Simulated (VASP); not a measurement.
## InP: vibrations by perturbation theory with LDA

Crystal: InP.

```
In P
1.0
     0.00000    2.69145    2.69145
     2.69145    0.00000    2.69145
     2.69145    2.69145    0.00000
In P
1 1
Direct
  0.00000 0.00000 0.00000
  0.50000 0.50000 0.50000
```

```json
{
 "Program": "VASP 6.6.1",
 "Task": "vibrations by perturbation theory",
 "Functional": "LDA",
 "Potentials or basis": "VASP PAW LDA potentials, release 64 (In_d, P)",
 "Cutoff": "520 eV",
 "k mesh": "14 × 14 × 14",
 "Occupations": "fermi-dirac, width 0.15 eV",
 "Spin": "no spin polarisation",
 "Dipole correction": "no",
 "Further INCAR settings": "ALGO = Normal; EDIFF = 1e-08; IBRION = 8; NSW = 1"
}
```

```
Highest phonon frequency at Γ, LO-TO splitting left out : 188 cm⁻¹
```

Phonon frequencies in cm⁻¹ (negative: imaginary):
```tsv
q point	frequencies
(0.000, 0.000, 0.000)	0 0 0 188 188 188
```

It took 2.7 min on 1 thread of Intel(R) Xeon(R) 6975P-C (Granite Rapids), on a shared host, peak memory 0.37 GiB.

Caveat: the cell stands under pressure or tension, which shifts response properties.
